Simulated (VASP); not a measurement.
Input of a VASP 6.6.1 run:

Contents of INCAR:

```
SYSTEM = Li
ALGO = Normal ; EDIFF = 1E-7
EDIFFG = -0.04 ; ENCUT = 600
GGA = PS ; IBRION = 2
ISIF = 3 ; ISMEAR = 0
LASPH = .TRUE. ; LCHARG = .FALSE.
LREAL = .FALSE. ; LWAVE = .FALSE.
NELM = 100 ; NSW = 90
PREC = Accurate ; SIGMA = 0.1
```

The input KPOINTS:

```
k-points
0
G
  6 6 4
  0 0 0
```

Contents of POSCAR:

```
Li
1.0
    1.7183423735     -5.4509350216      0.0000000000
    1.7183423735      5.4509350216      0.0000000000
    0.0000000000      0.0000000000      4.5476372181
Li
4
Direct
    0.0980000000      0.9020000000      0.9100000000
    0.5980000000      0.4020000000      0.5900000000
    0.9020000000      0.0980000000      0.0900000000
    0.4020000000      0.5980000000      0.4100000000
```

Potentials or basis: VASP PAW PBE potentials, release 64 (Li_sv).

Run with:

```bash
$ cat potpaw_PBE.64/Li_sv/POTCAR > POTCAR
$ mpirun -np 1 vasp_std > vasp.out
```

**Question.** Estimate the band gap on the k mesh.

**Answer.** Zero (band 6 reaches 1.86 eV, above the bottom of band 7 at -0.58 eV).

**Question.** Estimate the relaxed cell.

**Answer.** a = 5.467 Å, b = 5.467 Å, c = 4.870 Å, α = 90.00°, β = 90.00°, γ = 146.54°.

**Question.** What does it give for the space group after relaxing (to 0.05 Å)?

**Answer.** Fmmm (No. 69).

**Question.** Predict the relaxed volume.

**Answer.** 20.06 Å³/atom.

Forces in eV/Å, atoms in the order of the input:
```
Li   0.000  0.028  0.001
Li   0.000  0.028 -0.001
Li   0.000 -0.028 -0.001
Li   0.000 -0.028  0.001
```

Caveat: the cutoff is under 1.25 times the usual one of these potentials, so pressure, stress and relaxed cells hold a basis-set (Pulay) error; the PAW data sets were made with another functional, which shifts forces and pressure a little.
